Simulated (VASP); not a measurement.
Input of a VASP 6.6.1 run:

File INCAR:

```
PREC     = Accurate       # precision mode
ENCUT    = 520            # plane-wave cutoff, eV
EDIFF    = 1E-6           # SCF threshold, eV
ISMEAR   = 0              # smearing method
SIGMA    = 0.02           # smearing width, eV
LREAL    = Auto         
LASPH    = True           # aspherical terms in the spheres
NELM     = 150            # most SCF steps
ALGO     = Normal         # electronic algorithm
ISIF     = 2              # what is computed and relaxed
LWAVE    = False          # write WAVECAR
LCHARG   = False          # write CHGCAR
ISPIN    = 2              # spin polarisation
MAGMOM   = 0 0 0 0 0 0 0 0 0 0 0 0 0 0 0 0 1 # initial moments
LORBIT   = 11             # projections on sites
LMAXMIX  = 4              # l up to which the mixer works
GGA      = PE             # functional
NBANDS   = 56             # bands
```

Contents of KPOINTS:

```
regular mesh
0
Gamma
  2 2 2
```

File POSCAR:

```
CuSi16
1.0
    0.0000000000      5.4300000000      5.4300000000
    5.4300000000      0.0000000000      5.4300000000
    5.4300000000      5.4300000000      0.0000000000
Si Cu
16 1
Direct
   -0.0000268890      0.0002875871      0.0000805263
    0.1252065823      0.1248300619      0.1251311570
   -0.0001958150      0.0000808549      0.5000362793
    0.1243894382      0.1240789249      0.6257177190
   -0.0000253257      0.4996559434      0.0000822612
    0.1240901380      0.6259680238      0.1239752523
   -0.0048289996      0.5016529175      0.5015245540
    0.1243864684      0.6258164967      0.6257188754
    0.5001431524      0.0000095021     -0.0001601327
    0.6255928425      0.1242203578      0.1244160240
    0.5018916181     -0.0059057440      0.5019635379
    0.6254888960      0.1244693029      0.6255702856
    0.5016211923      0.5018214781     -0.0052629021
    0.6255937976      0.6257731772      0.1244132360
    0.5018882415      0.5020486096      0.5019603068
    0.6251478476      0.6249287243      0.6249919436
    0.3775577340      0.3732303318      0.3759497663
```

Potentials or basis: VASP PAW PBE potentials, release 64 (Si, Cu).

The run is started by

```console
$ cat potpaw_PBE.64/Si/POTCAR potpaw_PBE.64/Cu/POTCAR > POTCAR
$ mpirun -np 1 vasp_std > vasp.out
```

(1) Estimate the site moments.

(2) Estimate the pressure.

(3) Predict the largest force.

Results:

(1) Si +0.00, +0.02; Cu +0.04 μB.

(2) 4.4 GPa.

(3) 0.025 eV/Å.

Caveat: the k points lie up to 0.50 Å⁻¹ apart.
